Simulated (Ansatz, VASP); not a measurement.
# BAs in VASP and in Ansatz

File INCAR:

```
SYSTEM = BAs
PREC = Accurate
ENCUT = 520
EDIFF = 1E-6
ISMEAR = -1
SIGMA = 0.03
LREAL = .FALSE.
LASPH = .TRUE.
NELM = 60
ALGO = Normal
ISIF = 2
LWAVE = .FALSE.
LCHARG = .FALSE.
GGA = CA
NBANDS = 11
```

Contents of KPOINTS:

```
Automatic mesh
0
G
  15 15 15
  0 0 0
```

The input POSCAR:

```
BAs
1.0
    0.0000000000      2.3885000000      2.4123850000
    2.3885000000      0.0000000000      2.4123850000
    2.3885000000      2.3885000000      0.0000000000
B As
1 1
Direct
    0.0000000000      0.0000000000      0.0000000000
    0.7500000000      0.7500000000      0.7500000000
```

Input for Ansatz:

```yaml
crystal:
  lattice:
    - [0.0, 2.3885, 2.412385]
    - [2.3885, 0.0, 2.412385]
    - [2.3885, 2.3885, 0.0]
  atoms:
    - { symbol: B, position: [0.0, 0.0, 0.0] }
    - { symbol: As, position: [0.75, 0.75, 0.75] }
kpoints:
  mp_grid: { grid: [15, 15, 15] }
  band_path:
    path:
      - [0.0, 0.0, 0.0]
      - [0.5, 0.0, 0.5]
      - [0.75, 0.25, 0.5]
      - [0.5, 0.5, 0.5]
      - [0.0, 0.0, 0.0]
      - [0.5, 0.5, 0.0]
      - [0.6274629938, 0.6274629938, 0.2549259876]
      - [0.3725370062, 0.3725370062, 0.7450740124]
      - [0.0, 0.0, 0.0]
    npoints: 5
scf:
  occupations: { method: fermi_dirac, width: 0.03 }
hamiltonian:
  xc: lda
  pseudopotentials: { kind: all_electron, lapw: { basis_error: 0.00025 } }
output:
  forces: true
  stress: true
  eigenvalues: true
```

Change from the starting cell: zz strain of +1 %.

Alike in both runs: task single point; functional LDA; k mesh 15 × 15 × 15; occupations fermi-dirac, width 0.03 eV; no spin polarisation.

```csv
,VASP,Ansatz
version,VASP 6.6.1,Ansatz 0.2.0
potentials or method,"VASP PAW LDA potentials, release 64 (B, As), cutoff 520 eV","all-electron LAPW, scalar-relativistic"
```

```tsv
	VASP	Ansatz	Ansatz less VASP
pressure (GPa)	-4.4	-5.2	-0.80
traceless stress, the component that is largest in VASP (GPa)	-1.38	-1.39	-0.007
```

LDA's correlation is that of Perdew and Zunger in VASP and of Perdew and Wang (1992) in Ansatz. Ansatz ran all-electron here, and VASP with PAW potentials.
